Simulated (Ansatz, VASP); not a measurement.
One calculation of TiO2, two programs

```
CELL_PARAMETERS angstrom
-3.77067 0.00000 0.00000
0.00000 -3.77067 0.00000
0.00000 0.00000 14.04634
ATOMIC_POSITIONS crystal
Ti 0.00000 0.00000 0.59468
Ti 0.50000 0.50000 0.25486
Ti 0.50000 0.00000 0.42477
Ti 0.00000 0.50000 0.08495
O 0.50000 0.50000 0.39597
O 0.00000 0.00000 0.05615
O 0.50000 0.00000 0.56587
O 0.00000 0.50000 0.22606
O 0.50000 0.00000 0.28366
O 0.00000 0.50000 0.62348
O 0.00000 0.00000 0.45357
O 0.50000 0.50000 0.11376
```

Alike in both runs: task single point; functional PBEsol; k mesh 7 × 7 × 3; occupations gaussian, width 0.05 eV; no spin polarisation.

|  | VASP | Ansatz |
| --- | --- | --- |
| version | VASP 6.6.1 | Ansatz 0.2.0 |
| potentials or method | VASP PAW PBE potentials, release 64 (Ti_sv, O), cutoff 520 eV | scalar-relativistic, plane waves, PAW |
| valence electrons in the cell | 96 | 96 |

VASP gave:

- gap on the k mesh at the Fermi level (eV): 1.63
- least direct gap on the mesh (eV): 2.07
- pressure (GPa): -4.4
- traceless stress, the component that is largest in VASP (GPa): -7.65
- rms of the force components (eV/Å): 0.389

Task: What did Ansatz give for the same quantities?

Result: gap on the k mesh at the Fermi level (eV): 1.66; least direct gap on the mesh (eV): 2.09; pressure (GPa): -4.9; traceless stress, the component that is largest in VASP (GPa): -7.71; rms of the force components (eV/Å): 0.401.

VASP's potentials were made for PBE, not for PBEsol. With one functional, cell and mesh, what is left measures potentials, basis and numerics. Ansatz's warnings: xc potential rough in thin density.
